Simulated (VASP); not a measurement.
The system is CoSi2.

```
CELL_PARAMETERS angstrom
0.00000 2.67800 2.67800
2.67800 0.00000 2.67800
2.67800 2.67800 0.00000
ATOMIC_POSITIONS crystal
Co 0.00000 0.00000 0.00000
Si 0.75000 0.75000 0.75000
Si 0.25000 0.25000 0.25000
```

Base run:

```yaml
Program: VASP 6.6.1
Functional: PBEsol
Potentials_or_basis: VASP PAW PBE potentials, release 64 (Co, Si)
Cutoff: 520 eV
k_mesh: 7 × 7 × 7
Occupations: fermi-dirac, width 0.05 eV
Spin: collinear spin, zero start
Starting_moments: "[0.0, 0.0, 0.0] μB"
Fixed_moment: 0 μB
```

Its results: pressure -4.5 GPa.

Problem. The run is repeated on the same cell with these changes: functional from PBEsol to PBE. What comes out?

Solution. Pressure 0.2 GPa.

PBE binds less tightly than PBEsol, so the same cell stands under more pressure.

Caveats: the total moment is fixed, so each spin has its own Fermi level; the PAW data sets were made with another functional, which shifts forces and pressure a little (some runs).
